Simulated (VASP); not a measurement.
Write the native input for VASP 6.6.1 that does the following.

```
Task                   : single point
Functional             : PBEsol
Potentials or basis    : VASP PAW PBE potentials, release 64 (C)
Cutoff                 : 520 eV
k mesh                 : 15 × 15 × 5
Occupations            : gaussian, width 0.1 eV
Spin                   : no spin polarisation
Dipole correction      : no
Further INCAR settings : ALGO = Normal; EDIFF = 1e-06; NBANDS = 16
```

The structure of C lies in POSCAR:

```
C
1.0
    2.4588792268      0.0000000000      0.0000000000
   -1.2294396134      2.1294518752      0.0000000000
    0.0000000000      0.0000000000      7.3070295267
C
4
Direct
    0.0000000000      0.0000000000      0.2500000000
    0.0000000000      0.0000000000      0.7500000000
    0.3333333333      0.6666666667      0.2500000000
    0.6666666667      0.3333333333      0.7500000000
```

One way to write it, as run:

INCAR

```
PREC = Accurate ; ENCUT = 520
EDIFF = 1E-6 ; ISMEAR = 0
SIGMA = 0.1 ; LREAL = False
LASPH = True ; NELM = 60
ALGO = Normal ; ISIF = 2
LWAVE = False ; LCHARG = False
GGA = PS ; NBANDS = 16
```

KPOINTS

```
regular mesh
0
Gamma
  15 15 5
```

Potentials or basis: VASP PAW PBE potentials, release 64 (C).

Command:

```sh
$ cat potpaw_PBE.64/C/POTCAR > POTCAR
$ mpirun -np 1 vasp_std > vasp.out
```

It gave:

* Pressure: 0.6 GPa
* Band gap on the k mesh: zero (bands 8 and 9 overlap by 0.01 eV)

Caveat: this functional lacks dispersion, which binds the layers, so the pressure and a relaxed spacing across them are unreliable; the PAW data sets were made with another functional, which shifts forces and pressure a little.

Run time: 55 s on 1 thread of Intel Xeon 8259CL, with other jobs on the host, peak memory 0.16 GiB.
